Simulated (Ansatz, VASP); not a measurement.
## Two plane-wave programs on Si3Sn

```
Si Sn
1.0
     4.03764    0.00000    0.00000
     0.00000    4.03764    0.00000
     0.00000    0.00000    5.74862
Si Sn
3 1
Direct
  0.50000 0.00000 0.77460
  0.50000 0.50000 0.00000
  0.00000 0.50000 0.22540
  0.00000 0.00000 0.50000
```

Alike in both runs: task single point; functional HSE06; k mesh 4 × 4 × 4; no spin polarisation.

```csv
,VASP,Ansatz
version,VASP 6.6.1,Ansatz 0.2.0
potentials or method,"VASP PAW PBE potentials, release 64 (Si, Sn_d)","plane waves, PAW"
plane-wave cutoff (eV),520,420
occupations,"gaussian, width 0.01 eV",fixed
valence electrons in the cell,26,26
```

|  | VASP | Ansatz | Ansatz less VASP |
| --- | --- | --- | --- |
| gap on the k mesh at the Fermi level (eV) | 0.76 | 0.76 | -0.009 |
| pressure (GPa) | -0.4 | -0.2 | +0.24 |
| traceless stress, the component that is largest in VASP (GPa) | -0.59 | -0.60 | -0.012 |

Ansatz's warnings: stress exchange threshold loose, stress scf threshold loose.
